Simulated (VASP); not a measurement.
MgO, 8 atoms in the cell. The typed cell holds 8 atoms: a = 3.255 Å, b = 3.255 Å, c = 10.415 Å, α = 90.00°, β = 90.00°, γ = 120.00°.  This cell differs from its parent crystal: atom 6 (O) moved by -0.130 Å along [1 0 0] and +0.260 Å along [0 0 1].

| Quantity | Value |
| --- | --- |
| Program | VASP 6.6.1 |
| Task | single point |
| Functional | PBEsol |
| Potentials or basis | VASP PAW PBE potentials, release 64 (Mg, O) |
| Cutoff | 520 eV |
| k mesh | 9 × 9 × 4 |
| Occupations | gaussian, width 0.05 eV |
| Spin | no spin polarisation |
| Dipole correction | no |
| Further INCAR settings | ALGO = Normal; EDIFF = 1e-06; NBANDS = 26 |

Potentials or basis: VASP PAW PBE potentials, release 64 (Mg, O).

Run with:

```bash
$ cat potpaw_PBE.64/Mg/POTCAR potpaw_PBE.64/O/POTCAR > POTCAR
$ mpirun -np 1 vasp_std > vasp.out
```

Hardware: 1 thread of Oxide Virtual Turin-like Processor (shared host).

Estimate the wall time of this run.

Run time: 6.5 min on 1 thread of Oxide Virtual Turin-like Processor, on a shared host, peak memory 0.39 GiB. Counts: scf iterations 15, k points 163.
